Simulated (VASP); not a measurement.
Runs of VASP 6.6.1 on GaN. The structure is that of space group Fm-3m (No. 225), or close to it. The cells are those of the table. 

```csv
cell,gap on the mesh (eV),pressure (GPa)
"a = 3.098 Å, angles 60.0°, 2 atoms",none,(a)
"a = 2.993 Å, angles 60.0°, 2 atoms",(c),-7.3
"a = 2.965 Å, angles 60.0°, 2 atoms",(b),-0.9
"a = 3.020 Å, angles 60.0°, 2 atoms",0.24,-12.5
"a = 3.072 Å, angles 60.0°, 2 atoms",none,-20.8
```

Alike in all rows: task single point; level LDA; potentials or basis VASP PAW LDA potentials, release 64 (Ga_d, N); no spin polarisation; k mesh 8 × 8 × 8; cutoff (eV) 600; smearing fermi-dirac 0.05 eV.

Question: Estimate the missing entries.

Answer: (a) -24.2; (b) 0.58; (c) 0.41.

A k mesh can miss the band edges, and the runs leave out spin-orbit coupling on Ga.

A gap of «none» marks levels without a gap at the run's occupations.
